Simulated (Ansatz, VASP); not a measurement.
## Ti2C: VASP beside Ansatz

```xyz
3
Lattice="1.5390 0.8885 4.7003 -1.5390 0.8885 4.7003 0.0000 -1.7771 4.7003" Properties=species:S:1:pos:R:3 pbc="T T T"
Ti    0.0000    0.0000    3.4578
Ti    0.0000    0.0000   10.6432
C     0.0000    0.0000    7.0505
```

Change from the starting cell: strain +0.000 along x and y, -0.025 along z, atoms carried along.

Alike in both runs: task single point; functional r2SCAN; k mesh 18 × 18 × 18; occupations gaussian, width 0.15 eV; no spin polarisation.

|  | VASP | Ansatz |
| --- | --- | --- |
| version | VASP 6.6.1 | Ansatz 0.2.0 |
| potentials or method | VASP PAW PBE potentials, release 64 (Ti_sv, C), cutoff 520 eV | scalar-relativistic, plane waves, PAW |
| valence electrons in the cell | 28 | 28 |

VASP gave:

* gap on the k mesh at the Fermi level (eV): none
* pressure (GPa): 5.8
* traceless stress, the component that is largest in VASP (GPa): 3.74
* rms of the force components (eV/Å): 0.242

Task: What did Ansatz give for the same quantities?

Result: gap on the k mesh at the Fermi level (eV): none; pressure (GPa): 5.0; traceless stress, the component that is largest in VASP (GPa): 3.79; rms of the force components (eV/Å): 0.201.

VASP's potentials were made for PBE, not for r2SCAN. Atom by atom the forces differ by 0.042 eV/Å (rms over components). A gap of «none» marks a metal or a gap that the smearing closes. The functional is the same, so the differences come from potentials, cutoffs and numerics.
